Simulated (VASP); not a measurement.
The system is Mo.

```
Mo
1.0
    -1.58022    1.58022    1.58022
     1.58022   -1.58022    1.58022
     1.58022    1.58022   -1.58022
Mo
1
Direct
  0.00000 0.00000 0.00000
```

- Program: VASP 6.6.1
- Task: relaxation of cell and atoms
- Functional: PBEsol
- Potentials or basis: VASP PAW PBE potentials, release 64 (Mo_sv)
- Cutoff: 600 eV
- k mesh: 18 × 18 × 18
- Occupations: gaussian, width 0.1 eV
- Spin: no spin polarisation

At the start: pressure -7.4 GPa; volume 15.78 Å³/atom.

Problem. Where does the relaxation end?

Solution. Over 4 steps the energy falls by 10.4 meV/atom and the volume is 15.35 Å³/atom (-2.8 %); space group Im-3m (No. 229, to 0.05 Å).

Step by step:
| step | energy change (eV) | largest force (eV/Å) | pressure (GPa) | volume (Å³) |
| --- | --- | --- | --- | --- |
| 1 | 0.0000 | 0.0000 | -7.41 | 15.78 |
| 2 | 0.0805 | 0.0000 | 26.94 | 14.17 |
| 3 | -0.0104 | 0.0000 | -0.19 | 15.36 |
| 4 | -0.0104 | 0.0000 | 0.00 | 15.35 |

Final structure:
```xyz
1
Lattice="-1.5655 1.5655 1.5655 1.5655 -1.5655 1.5655 1.5655 1.5655 -1.5655" Properties=species:S:1:pos:R:3 pbc="T T T"
Mo    0.0000    0.0000    0.0000
```

Caveat: the PAW data sets were made with another functional, which shifts forces and pressure a little.
